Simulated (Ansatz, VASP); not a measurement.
HPt6 in VASP and in Ansatz

```
CELL_PARAMETERS angstrom
5.61433 0.00000 0.00000
-2.80716 4.86215 0.00000
0.00000 0.00000 22.61927
ATOMIC_POSITIONS crystal
Pt 0.33333 0.16667 0.17684
Pt 0.33333 0.66667 0.17684
Pt 0.83333 0.16667 0.17684
Pt 0.83333 0.66667 0.17684
Pt 0.16667 0.33333 0.27895
Pt 0.16667 0.83333 0.27895
Pt 0.66667 0.33333 0.27895
Pt 0.66667 0.83333 0.27895
Pt 0.00000 0.00000 0.38106
Pt 0.00000 0.50000 0.38106
Pt 0.50000 0.00000 0.38106
Pt 0.50000 0.50000 0.38106
H 0.18928 0.37855 0.54021
H 0.31072 0.62145 0.54021
```

Alike in both runs: task single point; functional PBE; k mesh 6 × 6 × 1; occupations gaussian, width 0.1 eV; no spin polarisation.

```csv
,VASP,Ansatz
version,VASP 6.6.1,Ansatz 0.2.0
potentials or method,"VASP PAW PBE potentials, release 64 (Pt, H), cutoff 520 eV","scalar-relativistic, plane waves, PAW"
valence electrons in the cell,122,218
```

|  | VASP | Ansatz | Ansatz less VASP |
| --- | --- | --- | --- |
| gap on the k mesh at the Fermi level (eV) | none | none | - |
| rms of the force components (eV/Å) | 1.012 | 1.012 | -0.0001 |

Atom by atom the forces differ by 0.009 eV/Å (rms over components). A gap of «none» marks a metal or a gap that the smearing closes. The functional is the same, so the differences come from potentials, cutoffs and numerics. VASP's potentials hold 122 valence electrons a cell and Ansatz's 218, so a difference there can come from the potentials and not from the codes. Ansatz's warnings: xc potential rough in thin density.

Neither program's run includes spin-orbit coupling.
